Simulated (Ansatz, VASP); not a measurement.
One calculation of PbO2, two programs

```
Pb O
1.0
    -2.03489    2.03489    5.70324
     2.03489   -2.03489    5.70324
     2.03489    2.03489   -5.70324
Pb O
2 4
Direct
  0.00000 0.00000 0.00000
  0.75000 0.25000 0.50000
  0.80262 0.80262 0.00000
  0.94738 0.44738 0.50000
  0.55262 0.05262 0.50000
  0.19738 0.19738 0.00000
```

Alike in both runs: task relaxation of cell and atoms; functional PBE; k mesh 6 × 6 × 6; occupations gaussian, width 0.1 eV; no spin polarisation.

|  | VASP | Ansatz |
| --- | --- | --- |
| version | VASP 6.6.1 | Ansatz 0.2.0 |
| potentials or method | VASP PAW PBE potentials, release 64 (Pb_d, O), cutoff 600 eV | scalar-relativistic, plane waves, PAW |
| valence electrons in the cell | 52 | 52 |

```tsv
	VASP	Ansatz	Ansatz less VASP
gap on the k mesh at the Fermi level, each at its own relaxed structure (eV)	none	none	-
relaxed volume (Å³/atom)	16.85	16.79	-0.057
relaxed length of the cell vector where the two differ most in proportion (Å)	6.248	6.262	+0.0144
```

A gap of «none» marks a metal or a gap that the smearing closes.

The k mesh is coarse, so the values compare programs but aren't converged. Spin-orbit coupling is off throughout.
